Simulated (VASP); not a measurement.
Input of a VASP 6.6.1 run:

File INCAR:

```
SYSTEM = GaAs
PREC     = Accurate       ! precision mode
ENCUT    = 520            ! plane-wave cutoff, eV
EDIFF    = 1E-7           ! SCF threshold, eV
ISMEAR   = -1             ! smearing method
SIGMA    = 0.02           ! smearing width, eV
LREAL    = .FALSE.        ! projectors in reciprocal space
LASPH    = .TRUE.         ! aspherical terms in the spheres
NELM     = 60             ! most SCF steps
ALGO     = Normal         ! electronic algorithm
ISIF     = 2              ! what is computed and relaxed
LWAVE    = .FALSE.        ! write WAVECAR
LCHARG   = .FALSE.        ! write CHGCAR
GGA      = PE             ! functional
NBANDS   = 16             ! bands
```

File KPOINTS:

```
Automatic mesh
0
G
  8 8 8
  0 0 0
```

Contents of POSCAR:

```
GaAs
1.0
    0.0000000000      2.8330850955      2.8047542445
    2.8330850955      0.0000000000      2.8047542445
    2.8330850955      2.8330850955      0.0000000000
Ga As
1 1
Direct
    0.0000000000      0.0000000000      0.0000000000
    0.2500000000      0.2500000000      0.2500000000
```

Potentials or basis: VASP PAW PBE potentials, release 64 (Ga_d, As).

Run with:

```sh
$ cat potpaw_PBE.64/Ga_d/POTCAR potpaw_PBE.64/As/POTCAR > POTCAR
$ mpirun -np 1 vasp_std > vasp.out
```

Estimate the pressure.

3.7 GPa.

Predict the band gap on the k mesh.

0.51 eV, direct.

Stress tensor (GPa, compression positive):
```
3.53 0.00 0.00
0.00 3.53 0.00
0.00 0.00 4.11
```

Caveat: the cell differs from its parent crystal (uniaxial z strain -1.0%). A k mesh can miss the band edges.
